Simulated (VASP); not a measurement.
Set up this calculation in VASP 6.6.1, as the native input.

* Task: single point
* Functional: PBEsol
* Potentials or basis: VASP PAW PBE potentials, release 64 (Ta_pv, C, H)
* Cutoff: 520 eV
* k mesh: 5 × 5 × 5
* Occupations: gaussian, width 0.1 eV
* Spin: no spin polarisation
* Dipole correction: no
* Further INCAR settings: ALGO = Normal; EDIFF = 1e-06; NBANDS = 64

The structure of Ta8HC4 (a cell with a defect) lies in POSCAR:

```
Ta8HC4
1.0
    1.5476503499     -2.6806090383      4.9210802891
    1.5476503499     -2.6806090383     -4.9210802891
    3.0953006998      5.3612180767      0.0000000000
Ta C H
8 4 1
Direct
    0.4615683003      0.2077902828      0.1693586522
    0.9524735498      0.7253622380      0.1778356642
    0.4605980962      0.2059164152      0.6666294436
    0.9607130855      0.7060314046      0.6666293543
    0.0392869516      0.2939684293      0.3333705812
    0.5394021024      0.7940835802      0.3333706534
    0.0475266488      0.2746377574      0.8221644328
    0.5384318983      0.7922097126      0.8306414448
    0.5000000485      0.5000000485      0.5000000485
    0.0000000779      1.0000000191      0.5000000485
    0.4999999399      0.4999999399     -0.0000000529
   -0.0000000307      0.9999999105     -0.0000000529
   -0.0000003001      0.4999998737     -0.0000004894
```

One way to write it, as run:

INCAR

```
  ALGO = Normal
  EDIFF = 1E-6
  ENCUT = 520
  GGA = PS
  ISIF = 2
  ISMEAR = 0
  LASPH = T
  LCHARG = F
  LREAL = F
  LWAVE = F
  NBANDS = 64
  NELM = 60
  PREC = Accurate
  SIGMA = 0.1
```

KPOINTS

```
k-points
0
Gamma
  5 5 5
```

Potentials or basis: VASP PAW PBE potentials, release 64 (Ta_pv, C, H).

Launch:

```sh
$ cat potpaw_PBE.64/Ta_pv/POTCAR potpaw_PBE.64/C/POTCAR potpaw_PBE.64/H/POTCAR > POTCAR
$ mpirun -np 1 vasp_std > vasp.out
```

It gave:

```json
{"Pressure": "7.5 GPa", "Largest force": "0.044 eV/Å"}
```

Caveat: the PAW data sets were made with another functional, which shifts forces and pressure a little.

Run time: 12 min on 1 thread of AMD EPYC 7R43 64-Core Processor (Zen 3) (shared host), peak memory 0.46 GiB.
